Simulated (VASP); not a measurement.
Crystal: C.

```
C
1.0
     1.32888    0.00000    0.00000
     0.00000    1.68128    0.00000
     0.00000    0.00000    2.47767
C
1
Direct
  0.00000 0.50000 0.00000
```

- Program: VASP 6.6.1
- Task: relaxation of cell and atoms
- Functional: PBE
- Potentials or basis: VASP PAW PBE potentials, release 64 (C)
- Cutoff: 600 eV
- k mesh: 12 × 10 × 8
- Occupations: gaussian, width 0.1 eV
- Spin: no spin polarisation

At the start: pressure 134.2 GPa; volume 5.54 Å³/atom.

**Question.** Where does the relaxation end?

**Answer.** Over 27 steps the energy falls by 2030.7 meV/atom and the volume is 10.35 Å³/atom (+87.0 %); space group Pmmm (No. 47, to 0.05 Å).

The path:
| step | energy change (eV) | largest force (eV/Å) | pressure (GPa) | volume (Å³) |
| --- | --- | --- | --- | --- |
| 1 | 0.0000 | 0.0000 | 134.20 | 5.54 |
| 2 | 0.0165 | 0.0000 | -47.63 | 10.05 |
| 3 | -0.6216 | 0.0000 | -3.84 | 7.30 |
| 4 | -0.6241 | 0.0000 | -0.63 | 7.21 |
| 5 | -0.6247 | 0.0000 | 2.16 | 7.14 |
| 6 | -1.0681 | 0.0000 | 8.09 | 7.41 |
| 7 | -0.6172 | 0.0000 | 155.79 | 7.93 |
| 8 | -1.4188 | 0.0000 | 47.29 | 7.67 |
| 9 | -1.4226 | 0.0000 | 59.35 | 7.72 |
| 10 | -1.4433 | 0.0000 | 61.35 | 7.81 |
| 11 | -1.4793 | 0.0000 | 67.80 | 8.07 |
| 12 | -1.4542 | 0.0000 | 81.87 | 8.59 |
| 13 | -1.4894 | 0.0000 | 73.11 | 8.29 |
| 14 | -1.5824 | 0.0000 | 64.89 | 8.58 |
| 15 | -1.7961 | 0.0000 | 42.18 | 9.48 |
| 16 | -1.9313 | 0.0000 | 10.21 | 11.43 |
| 17 | -1.9324 | 0.0000 | 12.79 | 11.23 |
| 18 | -1.9680 | 0.0000 | 6.87 | 11.15 |
| 19 | -1.9829 | 0.0000 | -0.62 | 11.04 |
| 20 | -1.9861 | 0.0000 | -0.81 | 11.03 |
| 21 | -1.9954 | 0.0000 | -1.37 | 11.00 |
| 22 | -2.0112 | 0.0000 | -2.60 | 10.93 |
| 23 | -2.0250 | 0.0000 | -5.09 | 10.78 |
| 24 | -2.0247 | 0.0000 | 3.15 | 10.47 |
| 25 | -2.0273 | 0.0000 | -1.20 | 10.63 |
| 26 | -2.0302 | 0.0000 | -0.45 | 10.46 |
| 27 | -2.0307 | 0.0000 | 0.04 | 10.35 |

Final structure:
```cif
data_structure
_symmetry_space_group_name_H-M 'P 1'
_symmetry_Int_Tables_number 1
_cell_length_a 1.2811
_cell_length_b 2.6698
_cell_length_c 3.0271
_cell_angle_alpha 90.000
_cell_angle_beta 90.000
_cell_angle_gamma 90.000
_cell_volume 10.35
loop_
_atom_site_label
_atom_site_type_symbol
_atom_site_fract_x
_atom_site_fract_y
_atom_site_fract_z
_atom_site_occupancy
C1 C 0.00000 0.50000 0.00000 1
```

Caveat: the k points lie up to 0.41 Å⁻¹ apart in the final cell; the volume moved by over 15 % at a fixed basis, so the end points are rough.
